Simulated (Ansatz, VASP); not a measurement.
# PbS: VASP beside Ansatz

The input INCAR:

```
  PREC = Accurate
  ENCUT = 520
  EDIFF = 1E-8
  ISMEAR = -1
  SIGMA = 0.01
  LREAL = F
  LASPH = T
  NELM = 80
  ALGO = Normal
  ISIF = 2
  LWAVE = F
  LCHARG = F
  GGA = PE
  LEFG = T
  NBANDS = 28
```

KPOINTS

```
regular mesh
0
Gamma
  7 7 3
```

The input POSCAR:

```
PbS
1.0
    2.8970000000     -2.8558925000      0.0006075000
    2.9840000000      2.9441075000      0.0876075000
   -0.9044106500      0.1594386000     11.6930892500
Pb S
2 2
Direct
    0.7756000000      0.7756000000      0.6363800000
    0.2244000000      0.2244000000      0.3636200000
    0.2684000000      0.2684000000      0.5986000000
    0.7316000000      0.7316000000      0.4014000000
```

Input for Ansatz:

```yaml
crystal:
  lattice:
    - [2.897, -2.8558925, 0.0006075]
    - [2.984, 2.9441075, 0.0876075]
    - [-0.90441065, 0.1594386, 11.69308925]
  atoms:
    - { symbol: Pb, position: [0.7756, 0.7756, 0.63638] }
    - { symbol: Pb, position: [0.2244, 0.2244, 0.36362] }
    - { symbol: S, position: [0.2684, 0.2684, 0.5986] }
    - { symbol: S, position: [0.7316, 0.7316, 0.4014] }
kpoints:
  mp_grid: { grid: [7, 7, 3] }
scf:
  occupations: { method: fermi_dirac, width: 0.01 }
hamiltonian:
  xc: pbe
  pseudopotentials: { kind: all_electron, datasets: crystal }
output:
  forces: true
  stress: true
  eigenvalues: true
  efg: { contact_densities: true }
```

Change from the starting cell: equal xy, yz and zx shear strains of +3 %, crystal datasets.

Alike in both runs: task electric field gradients; functional PBE; k mesh 7 × 7 × 3; occupations fermi-dirac, width 0.01 eV; no spin polarisation.

|  | VASP | Ansatz |
| --- | --- | --- |
| version | VASP 6.6.1 | Ansatz 0.2.0 |
| potentials or method | VASP PAW PBE potentials, release 64 (Pb_d, S), cutoff 520 eV | all-electron PAW with datasets made for the slab, scalar-relativistic |

Ansatz gave:

* gap on the k mesh at the Fermi level (eV): 1.25
* rms of the force components (eV/Å): 0.175
* size of Vzz on the site where it differs most (V/Å²): 124.8

Task: Which values does VASP return?

Result: gap on the k mesh at the Fermi level (eV): 1.25; rms of the force components (eV/Å): 0.176; size of Vzz on the site where it differs most (V/Å²): 132.4.

Atom by atom the forces differ by 0.002 eV/Å (rms over components). Ansatz ran all-electron here, and VASP with PAW potentials.

Neither program's run includes spin-orbit coupling.
